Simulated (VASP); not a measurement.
A run of VASP 6.6.1 is set up as follows.

INCAR

```
SYSTEM = CrO2
  PREC = Accurate
  ENCUT = 520
  EDIFF = 1E-7
  ISMEAR = -1
  SIGMA = 0.05
  LREAL = .FALSE.
  LASPH = .TRUE.
  NELM = 150
  ALGO = Normal
  ISIF = 2
  LWAVE = .FALSE.
  LCHARG = .FALSE.
  ISPIN = 2
  MAGMOM = 1.6 1.6 0 0 0 0
  LORBIT = 11
  LMAXMIX = 4
  NBANDS = 37
```

Contents of KPOINTS:

```
Automatic mesh
0
G
  6 6 8
  0 0 0
```

The input POSCAR:

```
CrO2
1.0
    4.3318115422      0.0000000000      0.0000000000
    0.0000000000      4.3318115422      0.0000000000
    0.0000000000      0.0000000000      2.8405799478
Cr O
2 4
Direct
    0.0000000000      0.0000000000      0.0000000000
    0.5000000000      0.5000000000      0.5000000000
    0.3026494058      0.3026494058      0.0000000000
    0.1973505942      0.8026494058      0.5000000000
    0.6973505942      0.6973505942      0.0000000000
    0.8026494058      0.1973505942      0.5000000000
```

Potentials or basis: VASP PAW LDA potentials, release 64 (Cr_pv, O).

Run with:

```bash
$ cat potpaw_LDA.64/Cr_pv/POTCAR potpaw_LDA.64/O/POTCAR > POTCAR
$ mpirun -np 1 vasp_std > vasp.out
```

Task: What does it give for the net moment?

Result: 3.99 μB per cell.

Task: Estimate the site moments.

Result: Cr +1.97; O -0.02 μB.

Task: Estimate the largest force.

Result: 0.029 eV/Å.

Stress tensor (GPa, compression positive):
```
5.39 0.00 0.00
0.00 5.39 0.00
0.00 0.00 6.28
```

Caveat: the cell stands under pressure; only a ferromagnetic start was run, and an antiferromagnetic order may lie lower in energy.
